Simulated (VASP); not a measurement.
**KF: single point with r2SCAN**

KF:

```
K F
1.0
     0.00000    3.05605    2.66715
     3.05605    0.00000    2.66715
     3.05605    3.05605    0.00000
K F
1 1
Direct
  0.00000 0.00000 0.00000
  0.25000 0.25000 0.25000
```

This cell differs from its parent crystal: epitaxial xy strain +4.1%.

| Quantity | Value |
| --- | --- |
| Program | VASP 6.6.1 |
| Task | single point |
| Functional | r2SCAN |
| Potentials or basis | VASP PAW PBE potentials, release 64 (K_sv, F) |
| Cutoff | 520 eV |
| k mesh | 8 × 8 × 8 |
| Occupations | gaussian, width 0.01 eV |
| Spin | no spin polarisation |

```yaml
Pressure: 0.1 GPa
Band_gap_on_the_k_mesh: 5.76 eV (least direct gap 5.97 eV)
```

Stress tensor (GPa, compression positive):
```
 0.16  0.00  0.00
 0.00  0.16  0.00
 0.00  0.00 -0.03
```

Levels at points of the mesh, in eV from the valence-band top:
| k point | band 6 | band 7 | band 8 | band 9 | band 10 | band 11 |
| --- | --- | --- | --- | --- | --- | --- |
| (0.00, 0.00, 0.00) | -0.21 | -0.21 | -0.21 | 5.76 | 12.08 | 12.49 |
| (0.50, 0.00, 0.00) | -0.28 | -0.14 | -0.11 | 8.64 | 9.91 | 11.34 |
| (0.50, 0.50, 0.00) | -0.43 | -0.03 | -0.03 | 9.10 | 9.13 | 13.64 |
| (0.50, 0.00, 0.50) | -0.46 | -0.02 | 0.00 | 8.78 | 8.80 | 13.00 |

Wall time 4.1 min on 1 thread of AMD EPYC 7R13 (shared host), peak memory 0.17 GiB.

Caveat: the cell differs from its parent crystal (epitaxial xy strain +4.1%); the structure was generated, so it needn't be the stable form of KF; the PAW data sets were made with another functional, which shifts forces and pressure a little. A k mesh can miss the band edges.
